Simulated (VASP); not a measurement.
# SiO2 (Pmma) in VASP: further runs

SiO2 is run at these levels: PBE; tasks: single point.

All numbers are computed with VASP 6.6.1; they aren't measurements. Logs are shortened: lines on timing, memory, paths and dates and some standing lists are left out, and cuts for length are marked.

### 1 The cell of the first run

The structure is orthorhombic, space group Pmma (No. 51). The conventional cell has a = 9.799 Å, b = 4.709 Å, c = 6.757 Å, α = 90.00°, β = 90.00°, γ = 90.00°. Si (site symmetry m) has 4 O at 1.60 to 1.65 Å within 2.1 Å. Within 2.2 Å of Si (site symmetry 2/m) lie 4 O at 1.64 Å. Within 2.1 Å of O (site symmetry 2/m) lie 2 Si at 1.61 Å. O (site symmetry mm2) has 2 Si at 1.60 Å within 2.1 Å. Within 2.2 Å of O (site symmetry 1) lie 2 Si at 1.64 to 1.65 Å and 2 O at 1.85 to 2.00 Å.

The cell was built from a structure type or drawn by symmetry, and may not be a known phase.

### 2 Single point, PBE

File INCAR:

```
  PREC = Accurate
  ENCUT = 520
  EDIFF = 1E-6
  ISMEAR = 0
  SIGMA = 0.1
  LREAL = Auto
  LASPH = T
  NELM = 60
  ALGO = Normal
  ISIF = 2
  LWAVE = F
  LCHARG = F
  GGA = PE
  NBANDS = 63
```

File KPOINTS:

```
regular mesh
0
Gamma
  2 4 4
```

File POSCAR:

```
SiO2
1.0
    9.7990769700      0.0000000000      0.0000000000
    0.0000000000      4.7088208500      0.0000000000
    0.0000000000      0.0000000000      6.7573564100
Si O
6 12
Direct
    0.4130875300      0.5000000000      0.2018806100
    0.5869124700      0.5000000000      0.7981193900
    0.9130875300      0.5000000000      0.7981193900
    0.0869124700      0.5000000000      0.2018806100
    0.0000000000      0.0000000000      0.5000000000
    0.5000000000      0.0000000000      0.5000000000
    0.5000000000      0.5000000000      0.0000000000
    0.2500000000      0.5000000000      0.2004851200
    0.4431050900      0.2876457300      0.3911249500
    0.4431050900      0.7123542700      0.3911249500
    0.7500000000      0.5000000000      0.7995148800
    0.5568949100      0.2876457300      0.6088750500
    0.5568949100      0.7123542700      0.6088750500
    0.0000000000      0.5000000000      0.0000000000
    0.9431050900      0.2876457300      0.6088750500
    0.9431050900      0.7123542700      0.6088750500
    0.0568949100      0.2876457300      0.3911249500
    0.0568949100      0.7123542700      0.3911249500
```

Potentials or basis: VASP PAW PBE potentials, release 64 (Si, O).

Started as:

```bash
cat potpaw_PBE.64/Si/POTCAR potpaw_PBE.64/O/POTCAR > POTCAR
mpirun -np 1 vasp_std > vasp.out
```

OUTCAR:

```text
PREC = Accurate
   ENCUT = 520
   EDIFF = 1E-6
   ISMEAR = 0
   LREAL = Auto
   LASPH = T
   NELM = 60
   ISIF = 2
   GGA = PE

 ion  position               nearest neighbor table
   1  0.413  0.500  0.202-   8 1.60   7 1.61   9 1.65  10 1.65
   2  0.587  0.500  0.798-  11 1.60   7 1.61  12 1.65  13 1.65
   3  0.913  0.500  0.798-  11 1.60  14 1.61  15 1.65  16 1.65
   4  0.087  0.500  0.202-   8 1.60  14 1.61  17 1.65  18 1.65
   5  0.000  0.000  0.500-  15 1.64  16 1.64  17 1.64  18 1.64
   6  0.500  0.000  0.500-   9 1.64  10 1.64  12 1.64  13 1.64
   7  0.500  0.500  0.000-   1 1.61   2 1.61
   8  0.250  0.500  0.200-   1 1.60   4 1.60
   9  0.443  0.288  0.391-   6 1.64   1 1.65  12 1.85
  10  0.443  0.712  0.391-   6 1.64   1 1.65  13 1.85
  11  0.750  0.500  0.800-   2 1.60   3 1.60
  12  0.557  0.288  0.609-   6 1.64   2 1.65   9 1.85
  13  0.557  0.712  0.609-   6 1.64   2 1.65  10 1.85
  14  0.000  0.500  0.000-   3 1.61   4 1.61
  15  0.943  0.288  0.609-   5 1.64   3 1.65  17 1.85
  16  0.943  0.712  0.609-   5 1.64   3 1.65  18 1.85
  17  0.057  0.288  0.391-   5 1.64   4 1.65  15 1.85
  18  0.057  0.712  0.391-   5 1.64   4 1.65  16 1.85

  LATTYP: Found a simple orthorhombic cell.
 ALAT       =     4.7088208500
 B/A-ratio  =     1.4350421529
 C/A-ratio  =     2.0810044132

  Lattice vectors:

 A1 = (   0.0000000000,   4.7088208500,   0.0000000000)
 A2 = (   0.0000000000,   0.0000000000,   6.7573564100)
 A3 = (   9.7990769700,   0.0000000000,   0.0000000000)

Analysis of symmetry for initial positions (statically):
=====================================================================
 Subroutine PRICEL returns:
 Original cell was already a primitive cell.

 Routine SETGRP: Setting up the symmetry group for a
 simple orthorhombic supercell.

 Subroutine GETGRP returns: Found  8 space group operations
 (whereof  4 operations were pure point group operations)
 out of a pool of  8 trial point group operations.

The static configuration has the point symmetry C_2h.
 The point group associated with its full space group is D_2h.

Analysis of symmetry for dynamics (positions and initial velocities):
=====================================================================
 Subroutine PRICEL returns:
 Original cell was already a primitive cell.

 Routine SETGRP: Setting up the symmetry group for a
 simple orthorhombic supercell.

 Subroutine GETGRP returns: Found  8 space group operations
 (whereof  4 operations were pure point group operations)
 out of a pool of  8 trial point group operations.

The dynamic configuration has the point symmetry C_2h.
 The point group associated with its full space group is D_2h.

 Subroutine INISYM returns: Found  8 space group operations
 (whereof  4 operations are pure point group operations),
 and found     1 'primitive' translations

----------------------------------------------------------------------------------------

                                     Primitive cell

  volume of cell :     311.7986

  direct lattice vectors                    reciprocal lattice vectors
     9.799076970  0.000000000  0.000000000     0.102050428  0.000000000  0.000000000
     0.000000000  4.708820850  0.000000000     0.000000000  0.212367391  0.000000000
     0.000000000  0.000000000  6.757356410     0.000000000  0.000000000  0.147986866

  length of vectors
     9.799076970  4.708820850  6.757356410     0.102050428  0.212367391  0.147986866

  position of ions in fractional coordinates (direct lattice)
     0.413087530  0.500000000  0.201880610
     0.586912470  0.500000000  0.798119390
     0.913087530  0.500000000  0.798119390
     0.086912470  0.500000000  0.201880610
     0.000000000  0.000000000  0.500000000
     0.500000000  0.000000000  0.500000000
[... 10 lines left out ...]
     0.056894910  0.287645730  0.391124950
     0.056894910  0.712354270  0.391124950

  ion indices of the primitive-cell ions
   primitive index   ion index
                 1           1
                 2           2
                 3           3
                 4           4
                 5           5
                 6           6
[... 10 lines left out ...]
                17          17
                18          18

----------------------------------------------------------------------------------------

 KPOINTS: regular mesh

Automatic generation of k-mesh.
 Grid dimensions read from file:
 generate k-points for:    2    4    4

 Generating k-lattice:

  Cartesian coordinates                     Fractional coordinates (reciprocal lattice)
     0.051025214  0.000000000  0.000000000     0.500000000  0.000000000  0.000000000
     0.000000000  0.053091848  0.000000000     0.000000000  0.250000000  0.000000000
     0.000000000  0.000000000  0.036996717     0.000000000  0.000000000  0.250000000

  Length of vectors
     0.051025214  0.053091848  0.036996717

  Shift w.r.t. Gamma in fractional coordinates (k-lattice)
     0.000000000  0.000000000  0.000000000

 Subroutine IBZKPT returns following result:
 ===========================================

 Found     18 irreducible k-points:

 Following reciprocal coordinates:
            Coordinates               Weight
  0.000000  0.000000  0.000000      1.000000
  0.500000  0.000000  0.000000      1.000000
  0.000000  0.250000  0.000000      2.000000
  0.500000  0.250000  0.000000      2.000000
  0.000000  0.500000  0.000000      1.000000
  0.500000  0.500000  0.000000      1.000000
[... 10 lines left out ...]
  0.000000  0.500000  0.500000      1.000000
  0.500000  0.500000  0.500000      1.000000
   k-points           NKPTS =     18   k-points in BZ     NKDIM =     18   number of bands    NBANDS=     63
   number of dos      NEDOS =    301   number of ions     NIONS =     18
   total plane-waves  NPLWV = 144000
   dimension x,y,z NGX =    80 NGY =   36 NGZ =   50
   dimension x,y,z NGXF=   160 NGYF=   72 NGZF=  100
   ions per type =               6  12
   NGX,Y,Z   is equivalent  to a cutoff of  13.57, 12.71, 12.30 a.u.
   NGXF,Y,Z  is equivalent  to a cutoff of  27.14, 25.42, 24.60 a.u.
 SYSTEM =  unknown system
   PREC   = accura    normal or accurate (medium, high low for compatibility)
   ISTART =      0    job   : 0-new  1-cont  2-samecut
   ICHARG =      2    charge: 1-file 2-atom 10-const
   ISPIN  =      1    spin polarized calculation?
   LNONCOLLINEAR =      F non collinear calculations
   LSORBIT =      F    spin-orbit coupling
   LASPH  =      T    aspherical Exc in radial PAW
   ENCUT  =  520.0 eV  38.22 Ry    6.18 a.u.  18.22  8.76 12.56*2*pi/ulx,y,z
   NELM   =     60;   NELMIN=  2; NELMDL= -5     # of ELM steps
   EDIFF  = 0.1E-05   stopping-criterion for ELM
   LREAL  =      T    real-space projection
   EDIFFG = 0.1E-04   stopping-criterion for IOM
   NSW    =      0    number of steps for IOM
   IBRION =     -1    ionic relax: 0-MD 1-quasi-New 2-CG
   NFREE  =      0    steps in history (QN), initial steepest desc. (CG)
   ISIF   =      2    stress and relaxation
   ISYM   =      2    0-nonsym 1-usesym 2-fastsym
   POTIM  = 0.5000    time-step for ionic-motion
   TEBEG  =    0.0;   TEEND  =   0.0 temperature during run
   PSTRESS=    0.0 pullay stress
   NELECT =      96.0000    total number of electrons
   NUPDOWN=      -1.0000    fix difference up-down
   EMIN   =  10.00;   EMAX   =-10.00  energy-range for DOS
   EFERMI =   0.00;   METHOD = LEGACY
   ISMEAR =     0;   SIGMA  =   0.10  broadening in eV -4-tet -1-fermi 0-gaus
   EFERMI_NEDOS =   21; number of points for ismear=-14 and -15
   IALGO  =     38    algorithm
   IMIX   =      4    mixing-type and parameters
     AMIX     =   0.40;   BMIX     =  1.00
     AMIX_MAG =   1.60;   BMIX_MAG =  1.00
  volume/ion in A,a.u.               =      17.32       116.90
  Fermi-wavevector in a.u.,A,eV,Ry     =   1.105454  2.089004 16.626696  1.222028
  Thomas-Fermi vector in A             =   2.241941
   LORBIT       =      0    0 simple, 1 ext, 2 COOP (PROOUT), +10 PAW based schemes
   GGA     = PE    functional components
   LHFCALC =     F    Hartree Fock is set to
   AEXX    =    0.0000 exact exchange contribution
   IVDW    =     0    specifies the selected vdW correction
   LEPSILON=     F    determine dielectric tensor
   LRPA    =     F    only Hartree local field effects (RPA)
 non-spin polarized calculation
 Gauss-broadening in eV      SIGMA  =   0.10
  energy-cutoff  :      520.00
  volume of cell :      311.80
 maximum number of plane-waves:      8436
 NGX is ok and might be reduce to    80
   NGX = 37   NGY = 17   NGZ = 25

 number of electron      95.9999942 magnetization

 Free energy of the ion-electron system (eV)
  ---------------------------------------------------
  ext. energy  EPLUGINS =         0.00000000
  ---------------------------------------------------
  free energy    TOTEN  =      -120.40097511 eV

  energy without entropy =     -120.39787778  energy(sigma->0) =     -120.39942644

 E-fermi :   3.0643     XC(G=0):  -7.3597

 val. band max:        2.9779051820   @ k =   0.0000   0.0000   0.5000
 cond. band min:       3.1211045223   @ k =   0.0000   0.0000   0.0000
 fundamental gap:      0.1431993403
 Fermi energy:         3.0643219104

 k-point     1 :       0.0000    0.0000    0.0000
  band No.  band energies     occupation
      1     -20.5012      2.00000
      2     -20.3182      2.00000
      3     -19.7169      2.00000
      4     -19.7048      2.00000
      5     -19.0522      2.00000
      6     -18.4261      2.00000
[... 52 lines left out ...]
     59       8.0433      0.00000
     60       8.2542      0.00000

 k-point     2 :       0.5000    0.0000    0.0000
  band No.  band energies     occupation
      1     -20.4194      2.00000
      2     -20.4194      2.00000
      3     -19.7115      2.00000
      4     -19.7115      2.00000
      5     -18.7788      2.00000
      6     -18.7788      2.00000
[... 52 lines left out ...]
     59       7.6744      0.00000
     60       7.6744      0.00000

 k-point     3 :       0.0000    0.2500    0.0000
  band No.  band energies     occupation
      1     -20.4152      2.00000
      2     -20.2303      2.00000
      3     -19.6184      2.00000
      4     -19.5907      2.00000
      5     -19.0297      2.00000
      6     -18.4642      2.00000
[... 881 lines left out ...]
      6     -18.7135      2.00000
[... 52 lines left out ...]
     59       7.3132      0.00000
     60       7.5987      0.00000

 k-point    18 :       0.5000    0.5000    0.5000
  band No.  band energies     occupation
      1     -20.1354      2.00000
      2     -20.1354      2.00000
      3     -19.6340      2.00000
      4     -19.6340      2.00000
      5     -18.7072      2.00000
      6     -18.7072      2.00000
[... 52 lines left out ...]
     59       7.6616      0.00000
     60       7.6616      0.00000
 [bands above 60 left out]

------------------------ aborting loop because EDIFF is reached ----------------------------------------

  FORCE on cell =-STRESS in cart. coord.  units (eV):
  Direction    XX          YY          ZZ          XY          YZ          ZX
  --------------------------------------------------------------------------------------
  -------------------------------------------------------------------------------------
  Total       30.8605140     34.5240251     26.7917427      0.0000000      0.0000000     -0.0000000
  in kB      158.5767725    177.4017273    137.6693886      0.0000000      0.0000000     -0.0000000
  external PRESSURE =     157.8826294 kB  Pullay stress =       0.0000000 kB

 VOLUME and BASIS-vectors are now :
 -----------------------------------------------------------------------------
  energy-cutoff  :      520.00
  volume of cell :      311.80
      direct lattice vectors                 reciprocal lattice vectors
     9.799076970  0.000000000  0.000000000     0.102050428  0.000000000  0.000000000
     0.000000000  4.708820850  0.000000000     0.000000000  0.212367391  0.000000000
     0.000000000  0.000000000  6.757356410     0.000000000  0.000000000  0.147986866

 POSITION                                       TOTAL-FORCE (eV/Angst)
 -----------------------------------------------------------------------------------
      4.04788      2.35441      1.36418        -0.890313     -0.000000      4.150429
      5.75120      2.35441      5.39318         0.890313      0.000000     -4.150429
      8.94741      2.35441      5.39318        -0.890313      0.000000     -4.150429
      0.85166      2.35441      1.36418         0.890313     -0.000000      4.150429
      0.00000      0.00000      3.37868        -0.000000      0.000000      0.000000
      4.89954      0.00000      3.37868        -0.000000      0.000000      0.000000
[... 10 lines left out ...]
      0.55752      1.35447      2.64297         3.178173     -5.045597     -7.433364
      0.55752      3.35435      2.64297         3.178173      5.045597     -7.433364
 -----------------------------------------------------------------------------------
    total drift:                               -0.000000     -0.000000      0.000000

  FREE ENERGIE OF THE ION-ELECTRON SYSTEM (eV)
  ---------------------------------------------------
  free  energy   TOTEN  =      -120.4009751117 eV

  energy  without entropy=     -120.3978777777  energy(sigma->0) =     -120.39942644
```

It took 6.7 min on 1 thread of Intel Xeon Platinum 8488C (Sapphire Rapids), shared host; peak memory 0.49 GiB.

Results:

| Item | Value |
| --- | --- |
| Free energy | -120.4010 eV |
| Pressure | 15.8 GPa |
| Largest force | 9.530 eV/Å |
| Band gap on the k mesh | 0.14 eV (least direct gap 0.21 eV) |

Forces on the atoms (eV/Å):
```
Si  -0.890  0.000  4.150
Si   0.890  0.000 -4.150
Si  -0.890  0.000 -4.150
Si   0.890  0.000  4.150
Si   0.000  0.000  0.000
Si   0.000  0.000  0.000
O    0.000  0.000  0.000
O    0.000  0.000 -3.352
O   -3.178 -5.046 -7.433
O   -3.178  5.046 -7.433
O    0.000  0.000  3.352
O    3.178 -5.046  7.433
O    3.178  5.046  7.433
O    0.000  0.000  0.000
O   -3.178 -5.046  7.433
O   -3.178  5.046  7.433
O    3.178 -5.046 -7.433
O    3.178  5.046 -7.433
```

Caveat: the cell stands under pressure; forces of over 1 eV/Å act on the atoms, so gaps and moduli don't describe the material at rest.

### 3 Single point, PBE

This run uses another cell than the first one, of 17.46 Å³/atom.

File INCAR:

```
  ALGO = Normal
  EDIFF = 1E-6
  ENCUT = 520
  GGA = PE
  ISIF = 2
  ISMEAR = 0
  LASPH = True
  LCHARG = False
  LREAL = Auto
  LWAVE = False
  NBANDS = 63
  NELM = 80
  PREC = Accurate
  SIGMA = 0.1
```

File KPOINTS:

```
k-points
0
Gamma
  2 4 4
```

File POSCAR:

```
SiO2
1.0
   10.0577455145      0.0000000000      0.0000000000
    0.0000000000      5.0274933201      0.0000000000
    0.0000000000      0.0000000000      6.2162973539
Si O
6 12
Direct
    0.4038068679      0.5000000000      0.2085406658
    0.5961931321      0.5000000000      0.7914593342
    0.9038068679      0.5000000000      0.7914593342
    0.0961931321      0.5000000000      0.2085406658
    0.0000000000      0.0000000000      0.5000000000
    0.5000000000      0.0000000000      0.5000000000
    0.5000000000      0.5000000000      0.0000000000
    0.2500000000      0.5000000000      0.1259746282
    0.4296422076      0.2313673300      0.3459114665
    0.4296422076      0.7686326700      0.3459114665
    0.7500000000      0.5000000000      0.8740253718
    0.5703577924      0.2313673300      0.6540885335
    0.5703577924      0.7686326700      0.6540885335
    0.0000000000      0.5000000000      0.0000000000
    0.9296422076      0.2313673300      0.6540885335
    0.9296422076      0.7686326700      0.6540885335
    0.0703577924      0.2313673300      0.3459114665
    0.0703577924      0.7686326700      0.3459114665
```

Potentials or basis: VASP PAW PBE potentials, release 64 (Si, O).

Started as:

```bash
cat potpaw_PBE.64/Si/POTCAR potpaw_PBE.64/O/POTCAR > POTCAR
mpirun -np 1 vasp_std > vasp.out
```

Wall time 6.8 min (1 thread of Intel Xeon Platinum 8488C (Sapphire Rapids), shared host); peak memory 0.5 GiB.

The run converged. Its results:

- Free energy: -136.3234 eV
- Pressure: 0.0 GPa
- Largest force: 0.009 eV/Å
- Band gap on the k mesh: 2.80 eV (least direct gap 2.83 eV)

Forces on the atoms (eV/Å):
```
Si   0.003  0.000 -0.009
Si  -0.003  0.000  0.009
Si   0.003  0.000  0.009
Si  -0.003  0.000 -0.009
Si   0.000  0.000  0.000
Si   0.000  0.000  0.000
O    0.000  0.000  0.000
O    0.000  0.000 -0.002
O    0.002  0.004  0.002
O    0.002 -0.004  0.002
O    0.000  0.000  0.002
O   -0.002  0.004 -0.002
O   -0.002 -0.004 -0.002
O    0.000  0.000  0.000
O    0.002  0.004 -0.002
O    0.002 -0.004 -0.002
O   -0.002  0.004  0.002
O   -0.002 -0.004  0.002
```

Stress tensor (GPa, compression positive):
```
 0.14  0.00  0.00
 0.00  0.09  0.00
 0.00  0.00 -0.10
```

Levels at points of the mesh, in eV from the valence-band top:
```csv
k point,band 44,band 45,band 46,band 47,band 48,band 49,band 50,band 51,band 52,band 53
"(0.00, 0.00, 0.00)",-1.16,-1.02,-0.99,-0.23,-0.03,2.80,3.86,4.18,4.59,6.36
"(0.50, 0.00, 0.00)",-1.28,-1.00,-1.00,-0.12,-0.12,3.25,3.25,4.41,4.41,6.55
"(0.00, 0.50, 0.00)",-1.59,-1.56,-1.15,-1.11,-1.03,3.86,4.30,4.44,4.84,5.93
"(0.50, 0.50, 0.00)",-1.73,-1.21,-1.21,-1.15,-1.15,4.04,4.04,4.67,4.67,6.41
"(0.00, 0.00, 0.50)",-1.53,-1.17,-1.11,-0.14,0.00,3.40,3.92,4.12,4.41,5.90
"(0.50, 0.00, 0.50)",-1.61,-1.13,-1.13,-0.07,-0.07,3.65,3.65,4.24,4.24,6.17
"(0.00, 0.50, 0.50)",-1.36,-1.32,-1.22,-1.21,-1.01,3.79,4.39,4.48,4.97,7.04
"(0.50, 0.50, 0.50)",-1.40,-1.25,-1.25,-1.16,-1.16,4.00,4.00,4.82,4.82,7.23
```

A k mesh can miss the band edges.
